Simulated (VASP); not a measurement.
# CdF2 (I4/mmm) in VASP: a series of runs

The runs below take CdF2 through single point, with PBE, r2SCAN.

Program: VASP 6.6.1. These are calculated values, not measurements. Logs are shortened: lines on timing, memory, paths and dates and some standing lists are left out, and cuts for length are marked.

### Step 1. The cell of the first run

It takes space group I4/mmm (No. 139, tetragonal). The conventional cell has a = 4.017 Å, b = 4.017 Å, c = 5.388 Å, α = 90.00°, β = 90.00°, γ = 90.00°. Cd (site symmetry 4/mmm) has 8 F at 2.42 Å within 3.2 Å. F (site symmetry -4m2) has 4 Cd at 2.42 Å and 6 F at 2.69 to 2.84 Å within 3.2 Å.

### Step 2. Single point, PBE (biaxial xy strain +5.4%)

File INCAR:

```
SYSTEM = CdF2
PREC = Accurate ; ENCUT = 520
EDIFF = 1E-6 ; ISMEAR = -1
SIGMA = 0.02 ; LREAL = .False.
LASPH = .True. ; NELM = 100
ALGO = Normal ; ISIF = 2
LWAVE = .False. ; LCHARG = .True.
GGA = PE ; LELF = .True.
LVHAR = .True. ; NBANDS = 20
```

File KPOINTS:

```
Automatic mesh
0
Gamma
  8 8 8
  0 0 0
```

File POSCAR:

```
CdF2
1.0
    0.0000000000      2.8402021114      2.6941776810
    2.8402021114      0.0000000000      2.6941776810
    2.8402021114      2.8402021114      0.0000000000
Cd F
1 2
Direct
    0.0000000000      0.0000000000      0.0000000000
    0.2500000000      0.2500000000      0.2500000000
    0.7500000000      0.7500000000      0.7500000000
```

Potentials or basis: VASP PAW PBE potentials, release 64 (Cd, F).

Launch:

```sh
cat potpaw_PBE.64/Cd/POTCAR potpaw_PBE.64/F/POTCAR > POTCAR
mpirun -np 1 vasp_std > vasp.out
```

OUTCAR:

```text
SYSTEM = CdF2
   PREC = Accurate
   ENCUT = 520
   EDIFF = 1E-6
   ISMEAR = -1
   LREAL = .False.
   LASPH = .True.
   NELM = 100
   ISIF = 2
   GGA = PE

 ion  position               nearest neighbor table
   1  0.000  0.000  0.000-   3 2.42   3 2.42   3 2.42   2 2.42   3 2.42   2 2.42   2 2.42   2 2.42

   2  0.250  0.250  0.250-   1 2.42   1 2.42   1 2.42   1 2.42
   3  0.750  0.750  0.750-   1 2.42   1 2.42   1 2.42   1 2.42

  LATTYP: Found a body centered tetragonal cell.
 ALAT       =     4.0166523458
 C/A-ratio  =     1.3415040432

  Lattice vectors:

 A1 = (   0.0000000000,  -2.8402021114,  -2.6941776810)
 A2 = (   0.0000000000,   2.8402021114,  -2.6941776810)
 A3 = (   2.8402021114,   0.0000000000,   2.6941776810)

Analysis of symmetry for initial positions (statically):
=====================================================================
 Subroutine PRICEL returns:
 Original cell was already a primitive cell.

 Routine SETGRP: Setting up the symmetry group for a
 body centered tetragonal supercell.

 Subroutine GETGRP returns: Found 16 space group operations
 (whereof 16 operations were pure point group operations)
 out of a pool of 16 trial point group operations.

The static configuration has the point symmetry D_4h.

Analysis of symmetry for dynamics (positions and initial velocities):
=====================================================================
 Subroutine PRICEL returns:
 Original cell was already a primitive cell.

 Routine SETGRP: Setting up the symmetry group for a
 body centered tetragonal supercell.

 Subroutine GETGRP returns: Found 16 space group operations
 (whereof 16 operations were pure point group operations)
 out of a pool of 16 trial point group operations.

The dynamic configuration has the point symmetry D_4h.

 Subroutine INISYM returns: Found 16 space group operations
 (whereof 16 operations are pure point group operations),
 and found     1 'primitive' translations

----------------------------------------------------------------------------------------

                                     Primitive cell

  volume of cell :      43.4665

  direct lattice vectors                    reciprocal lattice vectors
     0.000000000  2.840202111  2.694177681    -0.176043810  0.176043810  0.185585384
     2.840202111  0.000000000  2.694177681     0.176043810 -0.176043810  0.185585384
     2.840202111  2.840202111  0.000000000     0.176043810  0.176043810 -0.185585384

[... 78 lines left out ...]
   ICHARG =      2    charge: 1-file 2-atom 10-const
   ISPIN  =      1    spin polarized calculation?
   LNONCOLLINEAR =      F non collinear calculations
   LSORBIT =      F    spin-orbit coupling
   LASPH  =      T    aspherical Exc in radial PAW
   ENCUT  =  520.0 eV  38.22 Ry    6.18 a.u.   7.28  7.28  7.47*2*pi/ulx,y,z
   NELM   =    100;   NELMIN=  2; NELMDL= -5     # of ELM steps
   EDIFF  = 0.1E-05   stopping-criterion for ELM
   LREAL  =      F    real-space projection
   EDIFFG = 0.1E-04   stopping-criterion for IOM
   NSW    =      0    number of steps for IOM
   IBRION =     -1    ionic relax: 0-MD 1-quasi-New 2-CG
   NFREE  =      0    steps in history (QN), initial steepest desc. (CG)
   ISIF   =      2    stress and relaxation
   ISYM   =      2    0-nonsym 1-usesym 2-fastsym
   POTIM  = 0.5000    time-step for ionic-motion
   TEBEG  =    0.0;   TEEND  =   0.0 temperature during run
   PSTRESS=    0.0 pullay stress
   NELECT =      26.0000    total number of electrons
   NUPDOWN=      -1.0000    fix difference up-down
   EMIN   =  10.00;   EMAX   =-10.00  energy-range for DOS
   EFERMI =   0.00;   METHOD = LEGACY
   ISMEAR =    -1;   SIGMA  =   0.02  broadening in eV -4-tet -1-fermi 0-gaus
   EFERMI_NEDOS =   21; number of points for ismear=-14 and -15
   IALGO  =     38    algorithm
   IMIX   =      4    mixing-type and parameters
     AMIX     =   0.40;   BMIX     =  1.00
     AMIX_MAG =   1.60;   BMIX_MAG =  1.00
  volume/ion in A,a.u.               =      14.49        97.78
  Fermi-wavevector in a.u.,A,eV,Ry     =   1.379371  2.606633 25.887314  1.902664
  Thomas-Fermi vector in A             =   2.504346
   LORBIT       =      0    0 simple, 1 ext, 2 COOP (PROOUT), +10 PAW based schemes
   GGA     = PE    functional components
   LHFCALC =     F    Hartree Fock is set to
   AEXX    =    0.0000 exact exchange contribution
   IVDW    =     0    specifies the selected vdW correction
   LEPSILON=     F    determine dielectric tensor
   LRPA    =     F    only Hartree local field effects (RPA)
 non-spin polarized calculation
  energy-cutoff  :      520.00
  volume of cell :       43.47
 maximum number of plane-waves:      1194
 NGX is ok and might be reduce to    30
   NGX = 15   NGY = 15   NGZ = 15

 number of electron      26.0000017 magnetization

 Free energy of the ion-electron system (eV)
  ---------------------------------------------------
  ext. energy  EPLUGINS =         0.00000000
  ---------------------------------------------------
  free energy    TOTEN  =       -10.85708795 eV

  energy without entropy =      -10.85708795  energy(sigma->0) =      -10.85708795

 E-fermi :  -1.5153     XC(G=0):  -9.8512

 val. band max:       -1.9575731866   @ k =  -0.1250   0.5000   0.3750
 cond. band min:       0.6343365408   @ k =   0.0000   0.0000   0.0000
 fundamental gap:      2.5919097273
 Fermi energy:        -1.5153199899

 k-point     1 :       0.0000    0.0000    0.0000
  band No.  band energies     occupation
      1     -22.3137      2.00000
      2     -21.4614      2.00000
      3      -7.4403      2.00000
      4      -7.4403      2.00000
      5      -7.4090      2.00000
      6      -6.6448      2.00000
[... 541 lines left out ...]
     19      16.5298      0.00000
     20      17.7329      0.00000

 [... further k-points ...]
[... 5 lines left out ...]
  --------------------------------------------------------------------------------------
  -------------------------------------------------------------------------------------
  Total       -1.5881385     -1.5881385     -0.1500683      0.0000000     -0.0000000     -0.0000000
  in kB      -58.5388578    -58.5388578     -5.5315243      0.0000000     -0.0000000     -0.0000000
  external PRESSURE =     -40.8697467 kB  Pullay stress =       0.0000000 kB

 VOLUME and BASIS-vectors are now :
 -----------------------------------------------------------------------------
  energy-cutoff  :      520.00
  volume of cell :       43.47
      direct lattice vectors                 reciprocal lattice vectors
     0.000000000  2.840202111  2.694177681    -0.176043810  0.176043810  0.185585384
     2.840202111  0.000000000  2.694177681     0.176043810 -0.176043810  0.185585384
     2.840202111  2.840202111  0.000000000     0.176043810  0.176043810 -0.185585384

 POSITION                                       TOTAL-FORCE (eV/Angst)
 -----------------------------------------------------------------------------------
      0.00000      0.00000      0.00000         0.000000     -0.000000     -0.000000
      1.42010      1.42010      1.34709         0.000000      0.000000     -0.000000
      4.26030      4.26030      4.04127        -0.000000     -0.000000      0.000000
 -----------------------------------------------------------------------------------
    total drift:                                0.000000     -0.000000      0.000000

  FREE ENERGIE OF THE ION-ELECTRON SYSTEM (eV)
  ---------------------------------------------------
  free  energy   TOTEN  =       -10.8570879462 eV

  energy  without entropy=      -10.8570879462  energy(sigma->0) =      -10.85708795
```

Wall time 1.9 min (1 thread of AMD EPYC 7R13, shared host); peak memory 0.17 GiB.

What came out:

```
Free energy            : -10.8571 eV
Pressure               : -4.1 GPa
Band gap on the k mesh : 2.59 eV (least direct gap 3.13 eV)
```

Stress tensor (GPa, compression positive):
```
-5.85  0.00  0.00
 0.00 -5.85  0.00
 0.00  0.00 -0.55
```

Levels at points of the mesh, in eV from the valence-band top:
```
           k point  band 11  band 12  band 13  band 14  band 15  band 16
(0.00, 0.00, 0.00)    -0.64    -0.64    -0.54     2.59    11.99    12.16
(0.50, 0.00, 0.00)    -1.49    -0.55    -0.51     6.28     8.67    13.33
(0.50, 0.50, 0.00)    -0.21    -0.20    -0.20     6.97     8.94    11.62
(0.50, 0.00, 0.50)    -0.48    -0.22    -0.01     7.07     9.01    11.62
```

Caveat: the cell differs from its parent crystal (biaxial xy strain +5.4%); the stress differs along the axes, from -6 to -1 GPa. A k mesh can miss the band edges.

### Step 3. Single point, r2SCAN (biaxial xy strain +5.4%)

POSCAR is that of step 2.

File INCAR.step1:

```
PREC = Accurate
ENCUT = 520
ISMEAR = 0
SIGMA = 0.01
LREAL = False
LASPH = True
NELM = 100
NBANDS = 20
GGA = PE
ALGO = Normal
EDIFF = 1E-4
LWAVE = True
LCHARG = False
```

File INCAR.step2:

```
PREC = Accurate
ENCUT = 520
EDIFF = 1E-6
ISMEAR = 0
SIGMA = 0.01
LREAL = False
LASPH = True
NELM = 100
ALGO = Normal
ISIF = 2
LWAVE = False
LCHARG = False
METAGGA = R2SCAN
LMIXTAU = True
NBANDS = 20
ISTART = 1
```

File KPOINTS:

```
regular mesh
0
Gamma
  8 8 8
```

Potentials or basis: VASP PAW PBE potentials, release 64 (Cd, F).

Launch:

```sh
cat potpaw_PBE.64/Cd/POTCAR potpaw_PBE.64/F/POTCAR > POTCAR
cp INCAR.step1 INCAR
mpirun -np 1 vasp_std > vasp.out
cp INCAR.step2 INCAR
mpirun -np 1 vasp_std > vasp.out
```

Wall time 7.1 min (1 thread of AMD EPYC 7R13, shared host); peak memory 0.17 GiB.

It converged, with:

```
Free energy            : -33.5812 eV
Pressure               : -8.8 GPa
Band gap on the k mesh : 3.26 eV (least direct gap 3.81 eV)
```

Stress tensor (GPa, compression positive):
```
-10.65   0.00   0.00
  0.00 -10.65   0.00
  0.00   0.00  -5.02
```

Levels at points of the mesh, in eV from the valence-band top:
| k point | band 9 | band 10 | band 11 | band 12 | band 13 | band 14 | band 15 | band 16 | band 17 | band 18 |
| --- | --- | --- | --- | --- | --- | --- | --- | --- | --- | --- |
| (0.00, 0.00, 0.00) | -0.95 | -0.81 | -0.65 | -0.65 | -0.54 | 3.26 | 12.86 | 13.03 | 13.03 | 16.86 |
| (0.50, 0.00, 0.00) | -1.93 | -1.61 | -1.49 | -0.55 | -0.52 | 7.05 | 9.20 | 14.36 | 14.71 | 17.81 |
| (0.50, 0.50, 0.00) | -2.58 | -2.58 | -0.21 | -0.20 | -0.20 | 7.80 | 9.78 | 11.86 | 14.06 | 14.06 |
| (0.50, 0.00, 0.50) | -2.57 | -2.42 | -0.48 | -0.22 | -0.01 | 7.89 | 9.86 | 11.86 | 14.01 | 14.59 |

Caveat: the cell differs from its parent crystal (biaxial xy strain +5.4%); the stress differs along the axes, from -11 to -5 GPa; the PAW data sets were made with another functional, which shifts forces and pressure a little. A k mesh can miss the band edges.
